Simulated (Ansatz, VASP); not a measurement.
Two plane-wave programs on ZnGe2N3

```xyz
6
Lattice="3.7474 0.0000 0.0000 0.0000 3.7474 0.0000 0.0000 0.0000 9.6076" Properties=species:S:1:pos:R:3 pbc="T T T"
Zn    0.0000    0.0000    0.0000
Ge    0.0000    0.0000    3.0516
Ge    0.0000    0.0000    6.5560
N     0.0000    1.8737    0.0000
N     1.8737    0.0000    0.0000
N     0.0000    0.0000    4.8038
```

Alike in both runs: functional PBE; k mesh 10 × 10 × 4; occupations gaussian, width 0.1 eV; no spin polarisation.

Ansatz relaxed the structure, and its values are those at the end. VASP's run is a single point on that final structure, the one shown.

|  | VASP | Ansatz |
| --- | --- | --- |
| version | VASP 6.6.1 | Ansatz 0.2.0 |
| potentials or method | VASP PAW PBE potentials, release 64 (Zn, Ge_d, N), cutoff 520 eV | scalar-relativistic, plane waves, PAW |
| valence electrons in the cell | 55 | 55 |

Ansatz gave:

| Item | Value |
| --- | --- |
| gap on the k mesh at the Fermi level (eV) | none |
| pressure (GPa) | 0.0 |
| rms of the force components (eV/Å) | 0.002 |

Q: What did VASP give for the same quantities?

A: gap on the k mesh at the Fermi level (eV): none; pressure (GPa): 0.0; rms of the force components (eV/Å): 0.034.

A gap of «none» marks a metal or a gap that the smearing closes.
